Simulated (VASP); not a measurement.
Crystal: C.

```xyz
4
Lattice="2.4311 0.0000 0.0000 -1.2155 2.1054 0.0000 0.0000 0.0000 6.9786" Properties=species:S:1:pos:R:3 pbc="T T T"
C     0.0000    0.0000    0.0174
C     0.0000    0.0000    3.5067
C     0.0000    1.4036    0.0174
C     1.2155    0.7018    3.5067
```

```yaml
Program: VASP 6.6.1
Task: relaxation of shape and atoms at fixed volume
Functional: r2SCAN
Potentials_or_basis: VASP PAW PBE potentials, release 64 (C)
Cutoff: 600 eV
k_mesh: 18 × 18 × 6
Occupations: gaussian, width 0.1 eV
Spin: no spin polarisation
```

At the start: pressure 9.0 GPa; volume 8.93 Å³/atom.

Q: How do energy, volume and symmetry change on relaxing?

A: Over 3 steps the energy falls by 7.8 meV/atom; space group P6_3/mmc (No. 194, to 0.1 Å) before and after.

Step by step:
```tsv
step	energy change (eV)	largest force (eV/Å)	pressure (GPa)	volume (Å³)
1	0.0000	0.0000	8.97	35.72
2	-0.0296	0.0000	-1.50	35.72
3	-0.0312	0.0000	0.40	35.72
```

Final structure:
```cif
data_structure
_symmetry_space_group_name_H-M 'P 1'
_symmetry_Int_Tables_number 1
_cell_length_a 2.4559
_cell_length_b 2.4559
_cell_length_c 6.8380
_cell_angle_alpha 90.000
_cell_angle_beta 90.000
_cell_angle_gamma 120.000
_cell_volume 35.72
loop_
_atom_site_label
_atom_site_type_symbol
_atom_site_fract_x
_atom_site_fract_y
_atom_site_fract_z
_atom_site_occupancy
C1 C 0.00000 0.00000 0.00250 1
C2 C 0.00000 0.00000 0.50250 1
C3 C 0.33333 0.66667 0.00250 1
C4 C 0.66667 0.33333 0.50250 1
```

Where two steps share one volume, the run began anew on that cell with a basis built for it.

Caveat: the PAW data sets were made with another functional, which shifts forces and pressure a little.
